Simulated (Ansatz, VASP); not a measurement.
BaTiO3: VASP beside Ansatz

The input INCAR:

```
PREC = Accurate
ENCUT = 520
EDIFF = 1E-6
ISMEAR = -1
SIGMA = 0.03
LREAL = F
LASPH = T
NELM = 80
ALGO = Normal
ISIF = 2
LWAVE = F
LCHARG = F
GGA = PE
NBANDS = 28
```

The input KPOINTS:

```
Automatic mesh
0
Gamma
  7 7 7
```

File POSCAR:

```
BaTiO3
1.0
    3.9457420220      0.0000000000      0.0000000000
    0.0000000000      3.9457420220      0.0000000000
    0.0000000000      0.0000000000      3.9636960459
Ba Ti O
1 1 3
Direct
    0.0000000000      0.0000000000      0.0000000000
    0.5000000000      0.5000000000      0.5000000000
    0.5000000000      0.5000000000      0.0000000000
    0.5000000000      0.0000000000      0.5000000000
    0.0000000000      0.5000000000      0.5000000000
```

Input for Ansatz:

```yaml
crystal:
  lattice:
    - [3.945742022, 0.0, 0.0]
    - [0.0, 3.945742022, 0.0]
    - [0.0, 0.0, 3.9636960459]
  atoms:
    - { symbol: Ba, position: [0.0, 0.0, 0.0] }
    - { symbol: Ti, position: [0.5, 0.5, 0.5] }
    - { symbol: O, position: [0.5, 0.5, 0.0] }
    - { symbol: O, position: [0.5, 0.0, 0.5] }
    - { symbol: O, position: [0.0, 0.5, 0.5] }
kpoints:
  mp_grid: { grid: [7, 7, 7] }
  band_path:
    path:
      - [0.0, 0.0, 0.0]
      - [0.0, 0.5, 0.0]
      - [0.5, 0.5, 0.0]
      - [0.0, 0.0, 0.0]
      - [0.0, 0.0, 0.5]
      - [0.0, 0.5, 0.5]
      - [0.5, 0.5, 0.5]
      - [0.0, 0.0, 0.5]
      - [0.0, 0.5, 0.0]
    npoints: 5
scf:
  occupations: { method: fermi_dirac, width: 0.03 }
hamiltonian:
  xc: pbe
  pseudopotentials: { kind: all_electron, lapw: { basis_error: 0.001 } }
output:
  forces: true
  stress: true
  eigenvalues: true
```

Change from the starting cell: volume scaled by 0.96.

Alike in both runs: task single point; functional PBE; k mesh 7 × 7 × 7; occupations fermi-dirac, width 0.03 eV; no spin polarisation.

```csv
,VASP,Ansatz
version,VASP 6.6.1,Ansatz 0.2.0
potentials or method,"VASP PAW PBE potentials, release 64 (Ba_sv, Ti_sv, O), cutoff 520 eV","all-electron LAPW, scalar-relativistic"
```

```tsv
	VASP	Ansatz	Ansatz less VASP
gap on the k mesh at the Fermi level (eV)	1.88	1.95	+0.065
pressure (GPa)	11.4	9.3	-2.06
traceless stress, the component that is largest in VASP (GPa)	-0.71	-0.68	+0.024
```

Ansatz ran all-electron here, and VASP with PAW potentials.

Neither program's run includes spin-orbit coupling.
